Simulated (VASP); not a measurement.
Set up this calculation in VASP 6.6.1, as the native input.

| Quantity | Value |
| --- | --- |
| Task | relaxation of cell and atoms |
| Functional | HF |
| Potentials or basis | VASP PAW PBE potentials, release 64 (Ge_d) |
| Cutoff | 600 eV |
| k mesh | 5 × 5 × 5 |
| Occupations | fermi-dirac, width 0.05 eV |
| Spin | no spin polarisation |
| Dipole correction | no |
| Grid for exact exchange (PRECFOCK) | Normal |
| Further INCAR settings | ALGO = Normal; EDIFF = 1e-06; IBRION = 2; EDIFFG = -0.01; NSW = 60; ISIF = 3 |
| Share of exact exchange | 1 |

Crystal: Ge.

```
CELL_PARAMETERS angstrom
2.71047 0.00000 0.00000
0.00000 2.71047 0.00000
0.00000 0.00000 2.71047
ATOMIC_POSITIONS crystal
Ge 0.00000 0.00000 0.00000
```

This isn't the form of Ge at room conditions, which is diamond.

These files were run (other wordings do the same):

POSCAR

```
Ge
1.0
    2.7104700000      0.0000000000      0.0000000000
    0.0000000000      2.7104700000      0.0000000000
    0.0000000000      0.0000000000      2.7104700000
Ge
1
Direct
    0.0000000000      0.0000000000      0.0000000000
```

INCAR.step1

```
ALGO     = Normal         # electronic algorithm
EDIFF    = 1E-5           # SCF threshold, eV
ENCUT    = 600            # plane-wave cutoff, eV
GGA      = PE             # functional
ISMEAR   = -1             # smearing method
LASPH    = True           # aspherical terms in the spheres
LCHARG   = False          # write CHGCAR
LREAL    = False          # projectors in reciprocal space
LWAVE    = True           # write WAVECAR
NBANDS   = 13             # bands
NELM     = 60             # most SCF steps
PREC     = Accurate       # precision mode
SIGMA    = 0.05           # smearing width, eV
```

INCAR.step2

```
AEXX     = 1.0            # exact-exchange fraction
AGGAC    = 0.0          
ALDAC    = 0.0          
ALGO     = Normal         # electronic algorithm
EDIFF    = 1E-6           # SCF threshold, eV
EDIFFG   = -0.01          # ionic threshold
ENCUT    = 600            # plane-wave cutoff, eV
GGA      = PE             # functional
IBRION   = 2              # ionic algorithm
ISIF     = 3              # what is computed and relaxed
ISMEAR   = -1             # smearing method
ISTART   = 1            
LASPH    = True           # aspherical terms in the spheres
LCHARG   = False          # write CHGCAR
LHFCALC  = True           # exact exchange
LREAL    = False          # projectors in reciprocal space
LWAVE    = False          # write WAVECAR
NELM     = 60             # most SCF steps
NSW      = 60             # ionic steps
PREC     = Accurate       # precision mode
PRECFOCK = Normal       
SIGMA    = 0.05           # smearing width, eV
```

KPOINTS

```
k-points
0
Gamma
  5 5 5
```

Potentials or basis: VASP PAW PBE potentials, release 64 (Ge_d).

Command:

```bash
$ cat potpaw_PBE.64/Ge_d/POTCAR > POTCAR
$ cp INCAR.step1 INCAR
$ mpirun -np 1 vasp_std > vasp.out
$ cp INCAR.step2 INCAR
$ mpirun -np 1 vasp_std > vasp.out
```

Results of the run:

| Item | Value |
| --- | --- |
| Relaxed volume | 20.92 Å³/atom |
| Relaxed cell | a = 2.755 Å, b = 2.755 Å, c = 2.755 Å, α = 90.00°, β = 90.00°, γ = 90.00° |
| Space group after relaxing (to 0.1 Å) | Pm-3m (No. 221) |
| Energy gained by relaxing | 11.8 meV/atom |
| Ionic steps | 7 |
| Pressure after relaxing | 0.0 GPa |
| Band gap on the k mesh | zero (bands 7 and 8 overlap by 14.74 eV) |

Caveat: the k points lie up to 0.46 Å⁻¹ apart in the final cell, too coarse for converged energies and pressures of a metal; the PAW data sets were made with another functional, which shifts forces and pressure a little.

It took 17 min on 1 thread of Intel(R) Xeon(R) Platinum 8488C (Sapphire Rapids), with other jobs on the host, peak memory 0.15 GiB.
